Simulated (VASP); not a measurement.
# Ir (P2_1/m) in VASP: a series of runs

Ir is run at these levels: PBEsol; tasks: single point.

Everything below comes from runs of VASP 6.6.1. Logs are shortened: lines on timing, memory, paths and dates and some standing lists are left out, and cuts for length are marked.

## (1) The cell of the first run

The structure is monoclinic, space group P2_1/m (No. 11). The conventional cell has a = 2.751 Å, b = 4.462 Å, c = 2.751 Å, α = 90.00°, β = 120.00°, γ = 90.00°. Within 3.3 Å of Ir (site symmetry m) lie 12 Ir at 2.51 to 3.01 Å.

## (2) Single point, PBEsol (atom 1 (Ir) moved by (-0.225, -0.450) A along x and y)

Input file INCAR:

```
  PREC = Accurate
  ENCUT = 520
  EDIFF = 1E-7
  ISMEAR = 0
  SIGMA = 0.15
  LREAL = F
  LASPH = T
  NELM = 80
  ALGO = Fast
  ISIF = 2
  LWAVE = F
  LCHARG = F
  GGA = PS
  NBANDS = 16
```

Input file KPOINTS:

```
regular mesh
0
Gamma
  18 18 12
```

Input file POSCAR:

```
Ir
1.0
    2.7513778946      0.0000000000      0.0000000000
   -1.3756889473      2.3827631521      0.0000000000
    0.0000000000      0.0000000000      4.4622900000
Ir
2
Direct
    0.4904612744      0.1444769631      0.7500000000
    0.3333333333      0.6666666667      0.2500000000
```

Potentials or basis: VASP PAW PBE potentials, release 64 (Ir).

Launch:

```console
> cat potpaw_PBE.64/Ir/POTCAR > POTCAR
> mpirun -np 1 vasp_std > vasp.out
```

OUTCAR:

```text
PREC = Accurate
   ENCUT = 520
   EDIFF = 1E-7
   ISMEAR = 0
   LREAL = F
   LASPH = T
   NELM = 80
   ISIF = 2
   GGA = PS

 ion  position               nearest neighbor table
   1  0.490  0.144  0.750-   2 2.51   2 2.51   2 2.80   2 2.80   2 3.01   2 3.01
   2  0.333  0.667  0.250-   1 2.51   1 2.51   1 2.80   1 2.80   1 3.01   1 3.01

  LATTYP: Found a hexagonal cell.
 ALAT       =     2.7513778946
 C/A-ratio  =     1.6218382828

  Lattice vectors:

 A1 = (   2.7513778946,   0.0000000000,   0.0000000000)
 A2 = (  -1.3756889473,   2.3827631521,   0.0000000000)
 A3 = (   0.0000000000,   0.0000000000,   4.4622900000)

Analysis of symmetry for initial positions (statically):
=====================================================================
 Subroutine PRICEL returns:
 Original cell was already a primitive cell.

 Routine SETGRP: Setting up the symmetry group for a
 hexagonal supercell.

 Subroutine GETGRP returns: Found  4 space group operations
 (whereof  1 operations were pure point group operations)
 out of a pool of 24 trial point group operations.

The static configuration has the point symmetry C_1 .
 The point group associated with its full space group is C_2h.

Analysis of symmetry for dynamics (positions and initial velocities):
=====================================================================
 Subroutine PRICEL returns:
 Original cell was already a primitive cell.

 Routine SETGRP: Setting up the symmetry group for a
 hexagonal supercell.

 Subroutine GETGRP returns: Found  4 space group operations
 (whereof  1 operations were pure point group operations)
 out of a pool of 24 trial point group operations.

The dynamic configuration has the point symmetry C_1 .
 The point group associated with its full space group is C_2h.

 Subroutine INISYM returns: Found  4 space group operations
 (whereof  1 operations are pure point group operations),
 and found     1 'primitive' translations

----------------------------------------------------------------------------------------

                                     Primitive cell

  volume of cell :      29.2542

  direct lattice vectors                    reciprocal lattice vectors
     2.751377895  0.000000000  0.000000000     0.363454254  0.209840411  0.000000000
    -1.375688947  2.382763152  0.000000000     0.000000000  0.419680823  0.000000000
     0.000000000  0.000000000  4.462290000     0.000000000  0.000000000  0.224100182

  length of vectors
     2.751377895  2.751377895  4.462290000     0.419680823  0.419680823  0.224100182

  position of ions in fractional coordinates (direct lattice)
     0.490461274  0.144476963  0.750000000
     0.333333333  0.666666667  0.250000000

  ion indices of the primitive-cell ions
   primitive index   ion index
                 1           1
                 2           2

----------------------------------------------------------------------------------------

 KPOINTS: regular mesh

Automatic generation of k-mesh.
 Grid dimensions read from file:
 generate k-points for:   18   18   12

 Generating k-lattice:

  Cartesian coordinates                     Fractional coordinates (reciprocal lattice)
     0.020191903  0.011657801  0.000000000     0.055555556 -0.000000000  0.000000000
     0.000000000  0.023315601  0.000000000     0.000000000  0.055555556  0.000000000
     0.000000000  0.000000000  0.018675015     0.000000000  0.000000000  0.083333333

  Length of vectors
     0.023315601  0.023315601  0.018675015

  Shift w.r.t. Gamma in fractional coordinates (k-lattice)
     0.000000000  0.000000000  0.000000000

 Subroutine IBZKPT returns following result:
 ===========================================

 Found   1148 irreducible k-points:

 Following reciprocal coordinates:
            Coordinates               Weight
  0.000000  0.000000  0.000000      1.000000
  0.055556  0.000000  0.000000      2.000000
  0.000000  0.055556  0.000000      2.000000
 -0.055556  0.055556  0.000000      2.000000
  0.111111  0.000000  0.000000      2.000000
  0.000000  0.111111  0.000000      2.000000
[... 16 lines left out ...]
  0.444444 -0.000000  0.000000      2.000000
  0.000000  0.444444  0.000000      2.000000
 [... further k-points ...]
   k-points           NKPTS =   1148   k-points in BZ     NKDIM =   1148   number of bands    NBANDS=     16
   number of dos      NEDOS =    301   number of ions     NIONS =      2
   total plane-waves  NPLWV =  14400
   dimension x,y,z NGX =    20 NGY =   20 NGZ =   36
   dimension x,y,z NGXF=    40 NGYF=   40 NGZF=   72
   ions per type =               2
   NGX,Y,Z   is equivalent  to a cutoff of  12.08, 12.08, 13.41 a.u.
   NGXF,Y,Z  is equivalent  to a cutoff of  24.17, 24.17, 26.82 a.u.
 SYSTEM =  unknown system
   PREC   = accura    normal or accurate (medium, high low for compatibility)
   ISTART =      0    job   : 0-new  1-cont  2-samecut
   ICHARG =      2    charge: 1-file 2-atom 10-const
   ISPIN  =      1    spin polarized calculation?
   LNONCOLLINEAR =      F non collinear calculations
   LSORBIT =      F    spin-orbit coupling
   LASPH  =      T    aspherical Exc in radial PAW
   ENCUT  =  520.0 eV  38.22 Ry    6.18 a.u.   5.12  5.12  8.30*2*pi/ulx,y,z
   NELM   =     80;   NELMIN=  2; NELMDL= -5     # of ELM steps
   EDIFF  = 0.1E-06   stopping-criterion for ELM
   LREAL  =      F    real-space projection
   EDIFFG = 0.1E-05   stopping-criterion for IOM
   NSW    =      0    number of steps for IOM
   IBRION =     -1    ionic relax: 0-MD 1-quasi-New 2-CG
   NFREE  =      0    steps in history (QN), initial steepest desc. (CG)
   ISIF   =      2    stress and relaxation
   ISYM   =      2    0-nonsym 1-usesym 2-fastsym
   POTIM  = 0.5000    time-step for ionic-motion
   TEBEG  =    0.0;   TEEND  =   0.0 temperature during run
   PSTRESS=    0.0 pullay stress
   NELECT =      18.0000    total number of electrons
   NUPDOWN=      -1.0000    fix difference up-down
   EMIN   =  10.00;   EMAX   =-10.00  energy-range for DOS
   EFERMI =   0.00;   METHOD = LEGACY
   ISMEAR =     0;   SIGMA  =   0.15  broadening in eV -4-tet -1-fermi 0-gaus
   EFERMI_NEDOS =   21; number of points for ismear=-14 and -15
   IALGO  =     68    algorithm
   IMIX   =      4    mixing-type and parameters
     AMIX     =   0.40;   BMIX     =  1.00
     AMIX_MAG =   1.60;   BMIX_MAG =  1.00
  volume/ion in A,a.u.               =      14.63        98.71
  Fermi-wavevector in a.u.,A,eV,Ry     =   1.392417  2.631287 26.379323  1.938826
  Thomas-Fermi vector in A             =   2.516162
   LORBIT       =      0    0 simple, 1 ext, 2 COOP (PROOUT), +10 PAW based schemes
   GGA     = PS    functional components
   LHFCALC =     F    Hartree Fock is set to
   AEXX    =    0.0000 exact exchange contribution
   IVDW    =     0    specifies the selected vdW correction
   LEPSILON=     F    determine dielectric tensor
   LRPA    =     F    only Hartree local field effects (RPA)
 non-spin polarized calculation
 RMM-DIIS sequential band-by-band and
 Gauss-broadening in eV      SIGMA  =   0.15
  energy-cutoff  :      520.00
  volume of cell :       29.25
 maximum number of plane-waves:       801
   NGX = 11   NGY = 11   NGZ = 17

 number of electron      18.0000000 magnetization

 Free energy of the ion-electron system (eV)
  ---------------------------------------------------
  ext. energy  EPLUGINS =         0.00000000
  ---------------------------------------------------
  free energy    TOTEN  =       -18.95958372 eV

  energy without entropy =      -18.92792761  energy(sigma->0) =      -18.94375567

 E-fermi :   9.6253     XC(G=0): -13.8856

 val. band max:        9.6241092410   @ k =   0.0556   0.0000   0.1667
 cond. band min:       9.6253759009   @ k =   0.0000   0.2222   0.4167
 fundamental gap:      0.0012666599
 Fermi energy:         9.6252653875

 k-point     1 :       0.0000    0.0000    0.0000
  band No.  band energies     occupation
      1      -1.1384      2.00000
      2       2.0037      2.00000
      3       4.9687      2.00000
      4       6.0348      2.00000
      5       6.5888      2.00000
      6       6.6115      2.00000
[... 8 lines left out ...]
     15      25.5956      0.00000
     16      26.4896      0.00000

 k-point     2 :       0.0556    0.0000    0.0000
  band No.  band energies     occupation
      1      -1.0254      2.00000
      2       2.0945      2.00000
      3       4.9844      2.00000
      4       6.1282      2.00000
      5       6.5152      2.00000
      6       6.6360      2.00000
[... 8 lines left out ...]
     15      25.6605      0.00000
     16      26.5849      0.00000

 k-point     3 :       0.0000    0.0556    0.0000
  band No.  band energies     occupation
      1      -1.0193      2.00000
      2       2.1207      2.00000
      3       4.9737      2.00000
      4       5.9883      2.00000
      5       6.6312      2.00000
      6       6.6421      2.00000
[... 8 lines left out ...]
     15      25.7875      0.00000
     16      26.6885      0.00000

 k-point     4 :      -0.0556    0.0556    0.0000
  band No.  band energies     occupation
      1      -1.0210      2.00000
      2       2.1145      2.00000
      3       5.0027      2.00000
      4       6.0088      2.00000
      5       6.6035      2.00000
      6       6.6329      2.00000
[... 8 lines left out ...]
     15      25.7754      0.00000
     16      26.6500      0.00000
[... 324 lines left out ...]
 k-point    22 :      -0.3889    0.3889    0.0000
  band No.  band energies     occupation
      1       2.3425      2.00000
      2       3.2491      2.00000
      3       3.4639      2.00000
      4       5.4003      2.00000
      5       6.1403      2.00000
      6       6.2209      2.00000
[... 8 lines left out ...]
     15      23.7471      0.00000
     16      24.1920      0.00000

 k-point    23 :       0.4444   -0.0000    0.0000
  band No.  band energies     occupation
      1       1.8455      2.00000
      2       2.5728      2.00000
      3       2.6424      2.00000
      4       5.7576      2.00000
      5       6.4988      2.00000
      6       7.3963      2.00000
[... 8 lines left out ...]
     15      22.1544      0.00000
     16      23.1162      0.00000

 k-point    24 :       0.0000    0.4444    0.0000
  band No.  band energies     occupation
      1       2.6926      2.00000
      2       3.4244      2.00000
      3       4.4292      2.00000
      4       4.6575      2.00000
      5       5.0119      2.00000
      6       6.3168      2.00000
[... 8 lines left out ...]
     15      21.1522      0.00000
     16      22.0642      0.00000

 [... further k-points ...]
[... 5 lines left out ...]
  --------------------------------------------------------------------------------------
  -------------------------------------------------------------------------------------
  Total       -2.4549172     -1.1732442      2.2936985      0.5368782      0.0000000      0.0000000
  in kB     -134.4492899    -64.2554693    125.6197739     29.4033916      0.0000000      0.0000000
  external PRESSURE =     -24.3616618 kB  Pullay stress =       0.0000000 kB

 VOLUME and BASIS-vectors are now :
 -----------------------------------------------------------------------------
  energy-cutoff  :      520.00
  volume of cell :       29.25
      direct lattice vectors                 reciprocal lattice vectors
     2.751377895  0.000000000  0.000000000     0.363454254  0.209840411  0.000000000
    -1.375688947  2.382763152  0.000000000     0.000000000  0.419680823  0.000000000
     0.000000000  0.000000000  4.462290000     0.000000000  0.000000000  0.224100182

 POSITION                                       TOTAL-FORCE (eV/Angst)
 -----------------------------------------------------------------------------------
      1.15069      0.34425      3.34672         0.544640      1.632580      0.000000
     -0.00000      1.58851      1.11557        -0.544640     -1.632580      0.000000
 -----------------------------------------------------------------------------------
    total drift:                                0.000002      0.000001      0.000000

  FREE ENERGIE OF THE ION-ELECTRON SYSTEM (eV)
  ---------------------------------------------------
  free  energy   TOTEN  =       -18.9595837215 eV

  energy  without entropy=      -18.9279276149  energy(sigma->0) =      -18.94375567
```

It took 18 min on 1 thread of Intel Xeon 8259CL, shared host; peak memory 0.5 GiB.

Results:

* Free energy: -18.9596 eV
* Pressure: -2.4 GPa
* Largest force: 1.721 eV/Å
* Band gap on the k mesh: zero (bands 9 and 10 overlap by 3.42 eV)

Forces on the atoms (eV/Å):
```
Ir   0.545  1.633  0.000
Ir  -0.545 -1.633  0.000
```

Stress tensor (GPa, compression positive):
```
-13.44   2.94   0.00
  2.94  -6.43   0.00
  0.00   0.00  12.56
```

Caveat: the cell differs from its parent crystal (atom 1 (Ir) moved by (-0.225, -0.450) A along x and y); the stress differs along the axes, from -13 to 13 GPa; the PAW data sets were made with another functional, which shifts forces and pressure a little; spin-orbit coupling is left out, which moves the levels of the heavy elements.

(Continued in part 2 of 2.)
